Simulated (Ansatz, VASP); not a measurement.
# Two plane-wave programs on Al2Cu

```
CELL_PARAMETERS angstrom
4.10518 0.00000 0.00000
0.00000 4.10518 0.00000
0.00000 0.00000 2.89131
ATOMIC_POSITIONS crystal
Al 0.50000 0.00000 0.50000
Al 0.00000 0.50000 0.50000
Cu 0.00000 0.00000 0.00000
```

Alike in both runs: task relaxation of cell and atoms; functional LDA; k mesh 8 × 8 × 12; occupations gaussian, width 0.1 eV; no spin polarisation.

```csv
,VASP,Ansatz
version,VASP 6.6.1,Ansatz 0.2.0
potentials or method,"VASP PAW LDA potentials, release 64 (Al, Cu), cutoff 600 eV","scalar-relativistic, plane waves, PAW"
valence electrons in the cell,17,25
```

Ansatz gave:

- gap on the k mesh at the Fermi level, each at its own relaxed structure (eV): none
- relaxed volume (Å³/atom): 15.38
- relaxed cell length with the largest relative difference (Å): 4.051

Task: Estimate VASP's values.

Result: gap on the k mesh at the Fermi level, each at its own relaxed structure (eV): none; relaxed volume (Å³/atom): 15.43; relaxed cell length with the largest relative difference (Å): 4.056.

Ansatz warns that its potentials were made for another functional, while VASP's fit it. LDA's correlation is that of Perdew and Zunger in VASP and of Perdew and Wang (1992) in Ansatz. A gap of «none» marks a metal or a gap that the smearing closes. VASP's potentials hold 17 valence electrons a cell and Ansatz's 25, so a difference there can come from the potentials and not from the codes.
